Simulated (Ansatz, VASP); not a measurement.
# Two plane-wave programs on B

Contents of INCAR:

```
PREC = Accurate
ENCUT = 520
EDIFF = 1E-6
ISMEAR = -1
SIGMA = 0.1
LREAL = False
LASPH = True
NELM = 100
ALGO = Normal
ISIF = 2
LWAVE = False
LCHARG = False
GGA = PE
NBANDS = 8
```

The input KPOINTS:

```
Automatic mesh
0
Gamma
  21 21 21
```

File POSCAR:

```
B
1.0
   -1.1223368911      1.1223368911      1.1223368911
    1.1223368911     -1.1223368911      1.1223368911
    1.1223368911      1.1223368911     -1.1223368911
B
1
Direct
    0.0000000000      0.0000000000      0.0000000000
```

Input for Ansatz:

```yaml
crystal:
  lattice:
    - [-1.1223368911, 1.1223368911, 1.1223368911]
    - [1.1223368911, -1.1223368911, 1.1223368911]
    - [1.1223368911, 1.1223368911, -1.1223368911]
  atoms:
    - { symbol: B, position: [0.0, 0.0, 0.0] }
hamiltonian:
  xc: pbe
  pseudopotentials:
    kind: paw
    azcp:
      B: "pseudopotentials/B.paw.azcp"
basis:
  ecutwfc: 420
  fft_grid_basis: typed
kpoints:
  mp_grid: { grid: [21, 21, 21], shift: [0, 0, 0] }
magnetization:
  spin_polarized: false
scf:
  occupations: { method: fermi_dirac, width: 0.1 }
  lower_state_search: "off"
output:
  stress: true
```

Alike in both runs: task single point; functional PBE; k mesh 21 × 21 × 21; occupations fermi-dirac, width 0.1 eV; no spin polarisation.

|  | VASP | Ansatz |
| --- | --- | --- |
| version | VASP 6.6.1 | Ansatz 0.2.0 |
| potentials or method | VASP PAW PBE potentials, release 64 (B), cutoff 520 eV | plane waves (420 eV) with PAW, scalar-relativistic |
| valence electrons in the cell | 3 | 3 |

|  | VASP | Ansatz | Ansatz less VASP |
| --- | --- | --- | --- |
| pressure (GPa) | 22.4 | 22.5 | +0.09 |

With one functional, cell and mesh, what is left measures potentials, basis and numerics.
